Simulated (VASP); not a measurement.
# Bi (Im-3m) in VASP: single point with PBE

Aim: the single point of Bi with PBE.

Program: VASP 6.6.1. These are calculated values, not measurements. Logs are shortened: lines on timing, memory, paths and dates and some standing lists are left out, and cuts for length are marked.

**1. The cell of the first run**

It takes space group Im-3m (No. 229, cubic). The conventional cell has a = 3.963 Å, b = 3.963 Å, c = 3.963 Å, α = 90.00°, β = 90.00°, γ = 90.00°. Within 4.5 Å of Bi (site symmetry m-3m) lie 14 Bi at 3.43 to 3.96 Å.

This isn't the form of Bi at room conditions, which is rhombohedral.

**2. Single point, PBE**

INCAR

```
SYSTEM = Bi
PREC = Accurate
ENCUT = 500
EDIFF = 1E-6
ISMEAR = 1
SIGMA = 0.1
LREAL = .False.
LASPH = .True.
NELM = 120
ALGO = Normal
ISIF = 2
LWAVE = .False.
LCHARG = .False.
GGA = PE
NBANDS = 14
GGA_COMPAT = .False.
```

KPOINTS

```
Automatic mesh
0
Gamma
  9 9 9
  0 0 0
```

POSCAR

```
Bi
1.0
   -1.9814310000      1.9814310000      1.9814310000
    1.9814310000     -1.9814310000      1.9814310000
    1.9814310000      1.9814310000     -1.9814310000
Bi
1
Direct
    0.0000000000      0.0000000000      0.0000000000
```

Potentials or basis: VASP PAW PBE potentials, release 64 (Bi_d).

Started as:

```sh
$ cat potpaw_PBE.64/Bi_d/POTCAR > POTCAR
$ mpirun -np 1 vasp_std > vasp.out
```

OUTCAR:

```text
SYSTEM = Bi
   PREC = Accurate
   ENCUT = 500
   EDIFF = 1E-6
   ISMEAR = 1
   LREAL = .False.
   LASPH = .True.
   NELM = 120
   ISIF = 2
   GGA = PE

 ion  position               nearest neighbor table
   1  0.000  0.000  0.000-

  LATTYP: Found a body centered cubic cell.
 ALAT       =     3.9628620000

  Lattice vectors:

 A1 = (  -1.9814310000,   1.9814310000,   1.9814310000)
 A2 = (   1.9814310000,  -1.9814310000,   1.9814310000)
 A3 = (   1.9814310000,   1.9814310000,  -1.9814310000)

Analysis of symmetry for initial positions (statically):
=====================================================================
 Subroutine PRICEL returns:
 Original cell was already a primitive cell.

 Routine SETGRP: Setting up the symmetry group for a
 body centered cubic supercell.

 Subroutine GETGRP returns: Found 48 space group operations
 (whereof 48 operations were pure point group operations)
 out of a pool of 48 trial point group operations.

The static configuration has the point symmetry O_h .

Analysis of symmetry for dynamics (positions and initial velocities):
=====================================================================
 Subroutine PRICEL returns:
 Original cell was already a primitive cell.

 Routine SETGRP: Setting up the symmetry group for a
 body centered cubic supercell.

 Subroutine GETGRP returns: Found 48 space group operations
 (whereof 48 operations were pure point group operations)
 out of a pool of 48 trial point group operations.

The dynamic configuration has the point symmetry O_h .

 Subroutine INISYM returns: Found 48 space group operations
 (whereof 48 operations are pure point group operations),
 and found     1 'primitive' translations

----------------------------------------------------------------------------------------

                                     Primitive cell

  volume of cell :      31.1169

  direct lattice vectors                    reciprocal lattice vectors
    -1.981431000  1.981431000  1.981431000     0.000000000  0.252342877  0.252342877
     1.981431000 -1.981431000  1.981431000     0.252342877  0.000000000  0.252342877
     1.981431000  1.981431000 -1.981431000     0.252342877  0.252342877  0.000000000

  length of vectors
     3.431939164  3.431939164  3.431939164     0.356866720  0.356866720  0.356866720

  position of ions in fractional coordinates (direct lattice)
     0.000000000  0.000000000  0.000000000
[... 83 lines left out ...]
   ISYM   =      2    0-nonsym 1-usesym 2-fastsym
   POTIM  = 0.5000    time-step for ionic-motion
   TEBEG  =    0.0;   TEEND  =   0.0 temperature during run
   PSTRESS=    0.0 pullay stress
   NELECT =      15.0000    total number of electrons
   NUPDOWN=      -1.0000    fix difference up-down
   EMIN   =  10.00;   EMAX   =-10.00  energy-range for DOS
   EFERMI =   0.00;   METHOD = LEGACY
   ISMEAR =     1;   SIGMA  =   0.10  broadening in eV -4-tet -1-fermi 0-gaus
   EFERMI_NEDOS =   21; number of points for ismear=-14 and -15
   IALGO  =     38    algorithm
   IMIX   =      4    mixing-type and parameters
     AMIX     =   0.40;   BMIX     =  1.00
     AMIX_MAG =   1.60;   BMIX_MAG =  1.00
  volume/ion in A,a.u.               =      31.12       209.99
  Fermi-wavevector in a.u.,A,eV,Ry     =   1.283629  2.425708 22.418378  1.647704
  Thomas-Fermi vector in A             =   2.415871
   LORBIT       =      0    0 simple, 1 ext, 2 COOP (PROOUT), +10 PAW based schemes
   GGA     = PE    functional components
   LHFCALC =     F    Hartree Fock is set to
   AEXX    =    0.0000 exact exchange contribution
   IVDW    =     0    specifies the selected vdW correction
   LEPSILON=     F    determine dielectric tensor
   LRPA    =     F    only Hartree local field effects (RPA)
 non-spin polarized calculation
 Methfessel and Paxton  Order N= 1 SIGMA  =   0.10
  energy-cutoff  :      500.00
  volume of cell :       31.12
 maximum number of plane-waves:       802
 NGX is ok and might be reduce to    28
   NGX = 13   NGY = 13   NGZ = 13

 number of electron      14.9999994 magnetization

 Free energy of the ion-electron system (eV)
  ---------------------------------------------------
  ext. energy  EPLUGINS =         0.00000000
  ---------------------------------------------------
  free energy    TOTEN  =        -3.76772830 eV

  energy without entropy =       -3.76678230  energy(sigma->0) =       -3.76741297

 E-fermi :   7.9343     XC(G=0): -10.2914

 val. band max:        7.9101764499   @ k =   0.2222   0.0000   0.0000
 cond. band min:       7.9408981419   @ k =  -0.2222   0.2222   0.1111
 fundamental gap:      0.0307216920
 Fermi energy:         7.9342505385

 k-point     1 :       0.0000    0.0000    0.0000
  band No.  band energies     occupation
      1     -15.1157      2.00000
      2     -15.1157      2.00000
      3     -15.1157      2.00000
      4     -14.9878      2.00000
      5     -14.9878      2.00000
      6      -5.5996      2.00000
      7      13.0412      0.00000
      8      13.0412      0.00000
      9      13.0412      0.00000
     10      17.0520      0.00000
     11      18.3961      0.00000
     12      18.3961      0.00000
     13      18.3961      0.00000
     14      19.5992      0.00000
[... 377 lines left out ...]
      1     -15.1052      2.00000
      2     -15.0714      2.00000
      3     -15.0285      2.00000
      4     -14.9918      2.00000
      5     -14.9174      2.00000
      6      -2.1288      2.00000
      7       3.5507      2.00000
      8       7.0743      2.00000
      9      10.5585      0.00000
     10      15.3114      0.00000
     11      16.7700      0.00000
     12      17.8312      0.00000
     13      19.3042      0.00000
     14      25.6237      0.00000

 [... further k-points ...]

------------------------ aborting loop because EDIFF is reached ----------------------------------------

  FORCE on cell =-STRESS in cart. coord.  units (eV):
  Direction    XX          YY          ZZ          XY          YZ          ZX
  --------------------------------------------------------------------------------------
  -------------------------------------------------------------------------------------
  Total        0.1575204      0.1575204      0.1575204     -0.0000000     -0.0000000      0.0000000
  in kB        8.1105530      8.1105530      8.1105530     -0.0000000     -0.0000000      0.0000000
  external PRESSURE =       8.1105530 kB  Pullay stress =       0.0000000 kB

 VOLUME and BASIS-vectors are now :
 -----------------------------------------------------------------------------
  energy-cutoff  :      500.00
  volume of cell :       31.12
      direct lattice vectors                 reciprocal lattice vectors
    -1.981431000  1.981431000  1.981431000     0.000000000  0.252342877  0.252342877
     1.981431000 -1.981431000  1.981431000     0.252342877  0.000000000  0.252342877
     1.981431000  1.981431000 -1.981431000     0.252342877  0.252342877  0.000000000

 POSITION                                       TOTAL-FORCE (eV/Angst)
 -----------------------------------------------------------------------------------
      0.00000      0.00000      0.00000        -0.000000      0.000000      0.000000
 -----------------------------------------------------------------------------------
    total drift:                                0.000000     -0.000000     -0.000000

  FREE ENERGIE OF THE ION-ELECTRON SYSTEM (eV)
  ---------------------------------------------------
  free  energy   TOTEN  =        -3.7677283026 eV

  energy  without entropy=       -3.7667822952  energy(sigma->0) =       -3.76741297
```

Wall time 8.5 s (1 thread of Intel Xeon Platinum 8488C (Sapphire Rapids), shared host); peak memory 0.15 GiB.

Results:

| Item | Value |
| --- | --- |
| Free energy | -3.7677 eV |
| Pressure | 0.8 GPa |
| Band gap on the k mesh | zero (an odd number of electrons rules out a gap without spin polarisation) |

Caveat: spin-orbit coupling is left out, which moves the levels of the heavy elements.
